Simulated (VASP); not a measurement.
Here is a VASP 6.6.1 calculation.

INCAR

```
SYSTEM = NbTc
PREC = Accurate ; ENCUT = 600
EDIFF = 1E-7 ; ISMEAR = 0
SIGMA = 0.1 ; LREAL = .False.
LASPH = .True. ; NELM = 100
ALGO = Normal ; ISIF = 3
LWAVE = .False. ; LCHARG = .False.
GGA = CA ; IBRION = 2
NSW = 50 ; EDIFFG = -0.01
PSTRESS = -20.0
```

KPOINTS

```
regular mesh
0
Gamma
  11 11 7
  0 0 0
```

File POSCAR:

```
NbTc
1.0
    1.5933300000     -2.2983900000      0.0000000000
    1.5933300000      2.2983900000      0.0000000000
    0.0000000000      0.0000000000      4.4144700000
Nb Tc
1 1
Direct
    0.0000000000      0.0000000000      0.0000000000
    0.5000000000      0.5000000000      0.5000000000
```

Potentials or basis: VASP PAW LDA potentials, release 64 (Nb_sv, Tc_pv).

The run is started by

```sh
$ cat potpaw_LDA.64/Nb_sv/POTCAR potpaw_LDA.64/Tc_pv/POTCAR > POTCAR
$ mpirun -np 1 vasp_std > vasp.out
```

Question: Predict the band gap on the k mesh.

Answer: Zero (bands 13 and 14 overlap by 2.76 eV).

Question: What does it give for the relaxed cell?

Answer: a = 2.757 Å, b = 2.757 Å, c = 4.354 Å, α = 90.00°, β = 90.00°, γ = 110.63°.

Step by step:
| step | energy change (eV) | largest force (eV/Å) | pressure (GPa) | volume (Å³) |
| --- | --- | --- | --- | --- |
| 1 | 0.0000 | 0.0000 | -12.09 | 32.33 |
| 2 | 0.2153 | 0.0000 | 32.79 | 27.80 |
| 3 | -0.0606 | 0.0000 | -2.49 | 31.03 |
| 4 | -0.0613 | 0.0000 | -2.06 | 30.98 |
| 5 | -0.0616 | 0.0000 | -1.84 | 30.96 |
| 6 | -0.0609 | 0.0000 | -2.35 | 31.02 |
| 7 | -0.0613 | 0.0000 | -2.11 | 30.99 |
| 8 | -0.0615 | 0.0000 | -1.98 | 30.97 |

Caveat: the cell is relaxed towards a set pressure, so the run minimises the enthalpy, not the energy.
